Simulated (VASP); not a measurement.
# SrO (Fm-3m) in VASP: further runs, part 2 of 2

VASP 6.6.1. The steps go on from the part before.

**3. Electric field gradients, LDA**

This run uses another cell than the first one, of 16.97 Å³/atom, 1.026 times its volume.

Contents of INCAR:

```
SYSTEM = SrO
PREC = Accurate
ENCUT = 520
EDIFF = 1E-8
ISMEAR = -1
SIGMA = 0.02
LREAL = .FALSE.
LASPH = .TRUE.
NELM = 60
ALGO = Normal
ISIF = 2
LWAVE = .FALSE.
LCHARG = .FALSE.
GGA = CA
LEFG = .TRUE.
NBANDS = 15
```

Contents of KPOINTS:

```
Automatic mesh
0
G
  8 8 8
  0 0 0
```

Contents of POSCAR:

```
SrO
1.0
    0.0000000000      2.5698000000      2.5698000000
    2.5698000000      0.0000000000      2.5698000000
    2.5698000000      2.5698000000      0.0000000000
Sr O
1 1
Direct
    0.0000000000      0.0000000000      0.0000000000
    0.5000000000      0.5000000000      0.5000000000
```

Potentials or basis: VASP PAW LDA potentials, release 64 (Sr_sv, O).

On the command line:

```console
$ cat potpaw_LDA.64/Sr_sv/POTCAR potpaw_LDA.64/O/POTCAR > POTCAR
$ mpirun -np 1 vasp_std > vasp.out
```

OUTCAR:

```text
SYSTEM = SrO
   PREC = Accurate
   ENCUT = 520
   EDIFF = 1E-8
   ISMEAR = -1
   LREAL = .FALSE.
   LASPH = .TRUE.
   NELM = 60
   ISIF = 2
   GGA = CA

 ion  position               nearest neighbor table
   1  0.000  0.000  0.000-   2 2.57   2 2.57   2 2.57   2 2.57   2 2.57   2 2.57
   2  0.500  0.500  0.500-   1 2.57   1 2.57   1 2.57   1 2.57   1 2.57   1 2.57

  LATTYP: Found a face centered cubic cell.
 ALAT       =     5.1396000000

  Lattice vectors:

 A1 = (   0.0000000000,   2.5698000000,   2.5698000000)
 A2 = (   2.5698000000,   0.0000000000,   2.5698000000)
 A3 = (   2.5698000000,   2.5698000000,   0.0000000000)

Analysis of symmetry for initial positions (statically):
=====================================================================
 Subroutine PRICEL returns:
 Original cell was already a primitive cell.

 Routine SETGRP: Setting up the symmetry group for a
 face centered cubic supercell.

[... 620 lines left out ...]
      direct lattice vectors                 reciprocal lattice vectors
     0.000000000  2.569800000  2.569800000    -0.194567671  0.194567671  0.194567671
     2.569800000  0.000000000  2.569800000     0.194567671 -0.194567671  0.194567671
     2.569800000  2.569800000  0.000000000     0.194567671  0.194567671 -0.194567671

 POSITION                                       TOTAL-FORCE (eV/Angst)
 -----------------------------------------------------------------------------------
      0.00000      0.00000      0.00000        -0.000000     -0.000000      0.000000
      2.56980      2.56980      2.56980         0.000000      0.000000      0.000000
 -----------------------------------------------------------------------------------
    total drift:                                0.000000      0.000000      0.000000

  FREE ENERGIE OF THE ION-ELECTRON SYSTEM (eV)
  ---------------------------------------------------
  free  energy   TOTEN  =       -13.3748233784 eV

  energy  without entropy=      -13.3748233784  energy(sigma->0) =      -13.37482338

 Electric field gradients (V/A^2)
---------------------------------------------------------------------
 ion       V_xx      V_yy      V_zz      V_xy      V_xz      V_yz
---------------------------------------------------------------------
   1       0.000    -0.000     0.000     0.000     0.000     0.000
   2       0.000    -0.000     0.000    -0.001    -0.001    -0.001
---------------------------------------------------------------------

 Electric field gradients after diagonalization (V/A^2)
 (convention: |V_zz| > |V_xx| > |V_yy|)
----------------------------------------------------------------------
 ion       V_xx      V_yy      V_zz     asymmetry (V_yy - V_xx)/ V_zz
----------------------------------------------------------------------
   1      -0.000    -0.000     0.000       0.000
   2       0.001     0.001    -0.002       0.000
----------------------------------------------------------------------

           NMR quadrupolar parameters

 Cq : quadrupolar parameter    Cq=e*Q*V_zz/h
 eta: asymmetry parameters     (V_yy - V_xx)/ V_zz
 Q  : nuclear electric quadrupole moment in mb (millibarn)
----------------------------------------------------------------------
 ion       Cq(MHz)       eta       Q (mb)
----------------------------------------------------------------------
   1       0.000       0.000       1.000
   2      -0.000       0.000       1.000
----------------------------------------------------------------------
```

OSZICAR:

```text
N       E                     dE             d eps       ncg     rms          rms(c)
DAV:   1     0.667931617893E+02    0.66793E+02   -0.84937E+03   870   0.105E+03
DAV:   2    -0.122689997310E+02   -0.79062E+02   -0.72188E+02  1200   0.221E+02
DAV:   3    -0.154844298523E+02   -0.32154E+01   -0.31966E+01  1060   0.404E+01
DAV:   4    -0.155559697540E+02   -0.71540E-01   -0.71528E-01  1089   0.599E+00
DAV:   5    -0.155576236723E+02   -0.16539E-02   -0.16539E-02  1076   0.706E-01    0.172E+01
DAV:   6    -0.136092543851E+02    0.19484E+01   -0.63901E+00   884   0.193E+01    0.209E+01
DAV:   7    -0.134238762666E+02    0.18538E+00   -0.34840E-01  1003   0.514E+00    0.115E+01
DAV:   8    -0.133738887603E+02    0.49988E-01   -0.13312E-01  1157   0.333E+00    0.128E+00
DAV:   9    -0.133749362245E+02   -0.10475E-02   -0.65432E-03  1259   0.472E-01    0.320E-01
DAV:  10    -0.133748120187E+02    0.12421E-03   -0.15577E-04  1017   0.133E-01    0.183E-01
DAV:  11    -0.133748213504E+02   -0.93317E-05   -0.83905E-05  1038   0.923E-02    0.203E-02
DAV:  12    -0.133748233527E+02   -0.20023E-05   -0.66209E-06  1018   0.189E-02    0.339E-03
DAV:  13    -0.133748233789E+02   -0.26192E-07   -0.31598E-07  1080   0.488E-03    0.197E-03
DAV:  14    -0.133748233784E+02    0.44884E-09   -0.41219E-08  1127   0.168E-03
   1 F= -.13374823E+02 E0= -.13374823E+02  d E =-.201461E-10
```

Wall time 13 s (1 thread of Intel Xeon Platinum 8488C (Sapphire Rapids), shared host); peak memory 0.14 GiB.

Results:

```yaml
Free_energy: -13.3748 eV
Pressure: -3.5 GPa
Band_gap_on_the_k_mesh: 3.10 eV, indirect (least direct gap 3.18 eV)
```

Caveat: without QUAD_EFG the Cq values of the log hold for a quadrupole moment of 1 mb, not for the nuclei. A k mesh can miss the band edges.

**4. Electric field gradients, LDA**

This run uses another cell than the first one, of 16.97 Å³/atom, 1.026 times its volume.

Contents of INCAR:

```
SYSTEM = SrO
PREC = Accurate
ENCUT = 520
EDIFF = 1E-8
ISMEAR = -1
SIGMA = 0.02
LREAL = .False.
LASPH = .True.
NELM = 80
ALGO = Normal
ISIF = 2
LWAVE = .False.
LCHARG = .False.
LEFG = .True.
NBANDS = 15
```

Contents of KPOINTS:

```
regular mesh
0
Gamma
  8 8 8
  0 0 0
```

POSCAR is that of step 3.

Potentials or basis: VASP PAW LDA potentials, release 64 (Sr_sv, O).

On the command line:

```console
$ cat potpaw_LDA.64/Sr_sv/POTCAR potpaw_LDA.64/O/POTCAR > POTCAR
$ mpirun -np 1 vasp_std > vasp.out
```

OUTCAR:

```text
SYSTEM = SrO
   PREC = Accurate
   ENCUT = 520
   EDIFF = 1E-8
   ISMEAR = -1
   LREAL = .False.
   LASPH = .True.
   NELM = 80
   ISIF = 2

 ion  position               nearest neighbor table
   1  0.000  0.000  0.000-   2 2.57   2 2.57   2 2.57   2 2.57   2 2.57   2 2.57
   2  0.500  0.500  0.500-   1 2.57   1 2.57   1 2.57   1 2.57   1 2.57   1 2.57

  LATTYP: Found a face centered cubic cell.
 ALAT       =     5.1396000000

  Lattice vectors:

 A1 = (   0.0000000000,   2.5698000000,   2.5698000000)
 A2 = (   2.5698000000,   0.0000000000,   2.5698000000)
 A3 = (   2.5698000000,   2.5698000000,   0.0000000000)

Analysis of symmetry for initial positions (statically):
=====================================================================
 Subroutine PRICEL returns:
 Original cell was already a primitive cell.

 Routine SETGRP: Setting up the symmetry group for a
 face centered cubic supercell.

 Subroutine GETGRP returns: Found 48 space group operations
 (whereof 48 operations were pure point group operations)
 out of a pool of 48 trial point group operations.

The static configuration has the point symmetry O_h .

Analysis of symmetry for dynamics (positions and initial velocities):
=====================================================================
 Subroutine PRICEL returns:
 Original cell was already a primitive cell.

 Routine SETGRP: Setting up the symmetry group for a
 face centered cubic supercell.

 Subroutine GETGRP returns: Found 48 space group operations
 (whereof 48 operations were pure point group operations)
 out of a pool of 48 trial point group operations.

The dynamic configuration has the point symmetry O_h .

 Subroutine INISYM returns: Found 48 space group operations
 (whereof 48 operations are pure point group operations),
 and found     1 'primitive' translations

----------------------------------------------------------------------------------------

                                     Primitive cell

  volume of cell :      33.9413

  direct lattice vectors                    reciprocal lattice vectors
     0.000000000  2.569800000  2.569800000    -0.194567671  0.194567671  0.194567671
     2.569800000  0.000000000  2.569800000     0.194567671 -0.194567671  0.194567671
     2.569800000  2.569800000  0.000000000     0.194567671  0.194567671 -0.194567671

  length of vectors
     3.634246013  3.634246013  3.634246013     0.337001091  0.337001091  0.337001091

  position of ions in fractional coordinates (direct lattice)
     0.000000000  0.000000000  0.000000000
     0.500000000  0.500000000  0.500000000

  ion indices of the primitive-cell ions
   primitive index   ion index
                 1           1
                 2           2

----------------------------------------------------------------------------------------

 KPOINTS: regular mesh

Automatic generation of k-mesh.
 Grid dimensions read from file:
[... 76 lines left out ...]
   NELECT =      16.0000    total number of electrons
   NUPDOWN=      -1.0000    fix difference up-down
   EMIN   =  10.00;   EMAX   =-10.00  energy-range for DOS
   EFERMI =   0.00;   METHOD = LEGACY
   ISMEAR =    -1;   SIGMA  =   0.02  broadening in eV -4-tet -1-fermi 0-gaus
   EFERMI_NEDOS =   21; number of points for ismear=-14 and -15
   IALGO  =     38    algorithm
   IMIX   =      4    mixing-type and parameters
     AMIX     =   0.40;   BMIX     =  1.00
     AMIX_MAG =   1.60;   BMIX_MAG =  1.00
  volume/ion in A,a.u.               =      16.97       114.52
  Fermi-wavevector in a.u.,A,eV,Ry     =   1.274106  2.407711 22.086959  1.623346
  Thomas-Fermi vector in A             =   2.406892
   LORBIT       =      0    0 simple, 1 ext, 2 COOP (PROOUT), +10 PAW based schemes
   GGA     = CA    functional components
   LHFCALC =     F    Hartree Fock is set to
   AEXX    =    0.0000 exact exchange contribution
   IVDW    =     0    specifies the selected vdW correction
   LEPSILON=     F    determine dielectric tensor
   LRPA    =     F    only Hartree local field effects (RPA)
 non-spin polarized calculation
  energy-cutoff  :      520.00
  volume of cell :       33.94
 maximum number of plane-waves:       941
   NGX = 13   NGY = 13   NGZ = 13

 number of electron      15.9999997 magnetization

 Free energy of the ion-electron system (eV)
  ---------------------------------------------------
  ext. energy  EPLUGINS =         0.00000000
  ---------------------------------------------------
  free energy    TOTEN  =       -13.37482338 eV

  energy without entropy =      -13.37482338  energy(sigma->0) =      -13.37482338

 E-fermi :   1.7390     XC(G=0): -10.5339

 val. band max:        1.3497749494   @ k =   0.0000   0.0000   0.0000
 cond. band min:       4.4484343756   @ k =   0.5000   0.5000   0.0000
 fundamental gap:      3.0986594262
 Fermi energy:         1.7389946723

 k-point     1 :       0.0000    0.0000    0.0000
  band No.  band energies     occupation
      1     -30.7297      2.00000
      2     -13.4123      2.00000
      3     -12.4546      2.00000
      4     -12.4546      2.00000
      5     -12.4546      2.00000
      6       1.3498      2.00000
      7       1.3498      2.00000
      8       1.3498      2.00000
      9       5.1604      0.00000
     10       7.4571      0.00000
     11       7.4571      0.00000
     12       7.4571      0.00000
     13       9.6843      0.00000
     14       9.6843      0.00000
[... 401 lines left out ...]
      2     -14.7152      2.00000
      3     -12.8648      2.00000
      4     -12.6943      2.00000
      5     -11.5327      2.00000
      6      -0.2752      2.00000
      7       0.4696      2.00000
      8       0.5509      2.00000
      9       7.6075      0.00000
     10       7.9607      0.00000
     11      10.6299      0.00000
     12      10.8190      0.00000
     13      12.9757      0.00000
     14      14.2297      0.00000
     15      14.4981      0.00000

 [... further k-points ...]
[... 5 lines left out ...]
  --------------------------------------------------------------------------------------
  -------------------------------------------------------------------------------------
  Total       -0.7379947     -0.7379947     -0.7379947     -0.0000000     -0.0000000      0.0000000
  in kB      -34.8366077    -34.8366077    -34.8366077     -0.0000000     -0.0000000      0.0000000
  external PRESSURE =     -34.8366077 kB  Pullay stress =       0.0000000 kB

 VOLUME and BASIS-vectors are now :
 -----------------------------------------------------------------------------
  energy-cutoff  :      520.00
  volume of cell :       33.94
      direct lattice vectors                 reciprocal lattice vectors
     0.000000000  2.569800000  2.569800000    -0.194567671  0.194567671  0.194567671
     2.569800000  0.000000000  2.569800000     0.194567671 -0.194567671  0.194567671
     2.569800000  2.569800000  0.000000000     0.194567671  0.194567671 -0.194567671

 POSITION                                       TOTAL-FORCE (eV/Angst)
 -----------------------------------------------------------------------------------
      0.00000      0.00000      0.00000        -0.000000     -0.000000      0.000000
      2.56980      2.56980      2.56980         0.000000      0.000000      0.000000
 -----------------------------------------------------------------------------------
    total drift:                                0.000000      0.000000      0.000000

  FREE ENERGIE OF THE ION-ELECTRON SYSTEM (eV)
  ---------------------------------------------------
  free  energy   TOTEN  =       -13.3748233784 eV

  energy  without entropy=      -13.3748233784  energy(sigma->0) =      -13.37482338

 Electric field gradients (V/A^2)
---------------------------------------------------------------------
 ion       V_xx      V_yy      V_zz      V_xy      V_xz      V_yz
---------------------------------------------------------------------
   1       0.000    -0.000     0.000     0.000     0.000     0.000
   2       0.000    -0.000     0.000    -0.001    -0.001    -0.001
---------------------------------------------------------------------

 Electric field gradients after diagonalization (V/A^2)
 (convention: |V_zz| > |V_xx| > |V_yy|)
----------------------------------------------------------------------
 ion       V_xx      V_yy      V_zz     asymmetry (V_yy - V_xx)/ V_zz
----------------------------------------------------------------------
   1      -0.000    -0.000     0.000       0.000
   2       0.001     0.001    -0.002       0.000
----------------------------------------------------------------------

           NMR quadrupolar parameters

 Cq : quadrupolar parameter    Cq=e*Q*V_zz/h
 eta: asymmetry parameters     (V_yy - V_xx)/ V_zz
 Q  : nuclear electric quadrupole moment in mb (millibarn)
----------------------------------------------------------------------
 ion       Cq(MHz)       eta       Q (mb)
----------------------------------------------------------------------
   1       0.000       0.000       1.000
   2      -0.000       0.000       1.000
----------------------------------------------------------------------
```

OSZICAR:

```text
N       E                     dE             d eps       ncg     rms          rms(c)
DAV:   1     0.667931617893E+02    0.66793E+02   -0.84937E+03   870   0.105E+03
DAV:   2    -0.122689997310E+02   -0.79062E+02   -0.72188E+02  1200   0.221E+02
DAV:   3    -0.154844298523E+02   -0.32154E+01   -0.31966E+01  1060   0.404E+01
DAV:   4    -0.155559697540E+02   -0.71540E-01   -0.71528E-01  1089   0.599E+00
DAV:   5    -0.155576236723E+02   -0.16539E-02   -0.16539E-02  1076   0.706E-01    0.172E+01
DAV:   6    -0.136092543851E+02    0.19484E+01   -0.63901E+00   884   0.193E+01    0.209E+01
DAV:   7    -0.134238762666E+02    0.18538E+00   -0.34840E-01  1003   0.514E+00    0.115E+01
DAV:   8    -0.133738887603E+02    0.49988E-01   -0.13312E-01  1157   0.333E+00    0.128E+00
DAV:   9    -0.133749362245E+02   -0.10475E-02   -0.65432E-03  1259   0.472E-01    0.320E-01
DAV:  10    -0.133748120187E+02    0.12421E-03   -0.15577E-04  1017   0.133E-01    0.183E-01
DAV:  11    -0.133748213504E+02   -0.93317E-05   -0.83905E-05  1038   0.923E-02    0.203E-02
DAV:  12    -0.133748233527E+02   -0.20023E-05   -0.66209E-06  1018   0.189E-02    0.339E-03
DAV:  13    -0.133748233789E+02   -0.26192E-07   -0.31598E-07  1080   0.488E-03    0.197E-03
DAV:  14    -0.133748233784E+02    0.44884E-09   -0.41219E-08  1127   0.168E-03
   1 F= -.13374823E+02 E0= -.13374823E+02  d E =-.201461E-10
```

It took 15 s on 1 thread of Intel Xeon Platinum 8488C (Sapphire Rapids), shared host; peak memory 0.15 GiB.

What came out:

```
Free energy            : -13.3748 eV
Pressure               : -3.5 GPa
Band gap on the k mesh : 3.10 eV, indirect (least direct gap 3.18 eV)
```

Caveat: without QUAD_EFG the Cq values of the log hold for a quadrupole moment of 1 mb, not for the nuclei.
